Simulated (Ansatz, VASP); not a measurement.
One calculation of InAs, two programs

Contents of INCAR:

```
SYSTEM = InAs
PREC = Accurate
ENCUT = 520
EDIFF = 1E-6
ISMEAR = -1
SIGMA = 0.02
LREAL = .False.
LASPH = .True.
NELM = 60
ALGO = Normal
ISIF = 2
LWAVE = .False.
LCHARG = .False.
LDIPOL = .True.
IDIPOL = 3
DIPOL = 0.5 0.5 0.500
GGA = PE
NBANDS = 36
```

KPOINTS

```
regular mesh
0
Gamma
  6 4 1
  0 0 0
```

POSCAR

```
InAs
1.0
    4.3748353786      0.0000000000      0.0000000000
    0.0000000000      6.1869515256      0.0000000000
    0.0000000000      0.0000000000     20.3748000000
In As
3 3
Direct
    0.2500000000      0.1250000000      0.3926410228
    0.7500000000      0.6250000000      0.5000000000
    0.2500000000      0.1250000000      0.6073589772
    0.7500000000      0.8750000000      0.3926410228
    0.2500000000      0.3750000000      0.5000000000
    0.7500000000      0.8750000000      0.6073589772
```

Input for Ansatz:

```yaml
crystal:
  lattice:
    - [4.3748353786, 0.0, 0.0]
    - [0.0, 6.1869515256, 0.0]
    - [0.0, 0.0, 20.3748]
  atoms:
    - { symbol: In, position: [0.25, 0.125, 0.3926410228] }
    - { symbol: As, position: [0.75, 0.875, 0.3926410228] }
    - { symbol: In, position: [0.75, 0.625, 0.5] }
    - { symbol: As, position: [0.25, 0.375, 0.5] }
    - { symbol: In, position: [0.25, 0.125, 0.6073589772] }
    - { symbol: As, position: [0.75, 0.875, 0.6073589772] }
kpoints:
  mp_grid: { grid: [6, 4, 1] }
scf:
  occupations: { method: fermi_dirac, width: 0.02 }
hamiltonian:
  xc: pbe
  pseudopotentials: { kind: all_electron, lapw: { basis_error: 0.001 } }
output:
  forces: true
  stress: true
  eigenvalues: true
  populations: true
  dos: { projected: true, de: 0.2, e_range: [-14, 8] }
efield:
  axis: 3
  amplitude: 0
  dipole_correction: true
```

Alike in both runs: task single point; functional PBE; k mesh 6 × 4 × 1; occupations fermi-dirac, width 0.02 eV; no spin polarisation.

|  | VASP | Ansatz |
| --- | --- | --- |
| version | VASP 6.6.1 | Ansatz 0.2.0 |
| potentials or method | VASP PAW PBE potentials, release 64 (In_d, As), cutoff 520 eV | all-electron LAPW, scalar-relativistic |

Ansatz gave:

```
rms of the force components (eV/Å) : 0.582
```

Task: What did VASP give for the same quantities?

Result: rms of the force components (eV/Å): 0.576.

Ansatz ran all-electron here, and VASP with PAW potentials.
